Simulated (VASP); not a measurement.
A run of VASP 6.6.1:

The input INCAR:

```
SYSTEM = AlN
  PREC = Accurate
  ENCUT = 520
  EDIFF = 1E-6
  ISMEAR = -1
  SIGMA = 0.05
  LREAL = .FALSE.
  LASPH = .TRUE.
  NELM = 80
  ALGO = Normal
  ISIF = 2
  LWAVE = .FALSE.
  LCHARG = .FALSE.
  GGA = PS
  NBANDS = 11
```

KPOINTS

```
Automatic mesh
0
G
  10 10 10
  0 0 0
```

File POSCAR:

```
AlN
1.0
    0.0000000000      2.1715162997      2.1715162997
    2.1715162997      0.0000000000      2.1715162997
    2.1715162997      2.1715162997      0.0000000000
Al N
1 1
Direct
    0.0000000000      0.0000000000      0.0000000000
    0.2500000000      0.2500000000      0.2500000000
```

Potentials or basis: VASP PAW PBE potentials, release 64 (Al, N).

Launch:

```bash
$ cat potpaw_PBE.64/Al/POTCAR potpaw_PBE.64/N/POTCAR > POTCAR
$ mpirun -np 1 vasp_std > vasp.out
```

Hardware: 1 thread of Intel(R) Xeon(R) Platinum 8559C (Emerald Rapids), on a shared host.

Problem. How long does it take, and how much memory?

Solution. Run time: 4.6 s on 1 thread of Intel(R) Xeon(R) Platinum 8559C (Emerald Rapids), on a shared host, peak memory 0.13 GiB. Counts: scf iterations 12, k points 47.
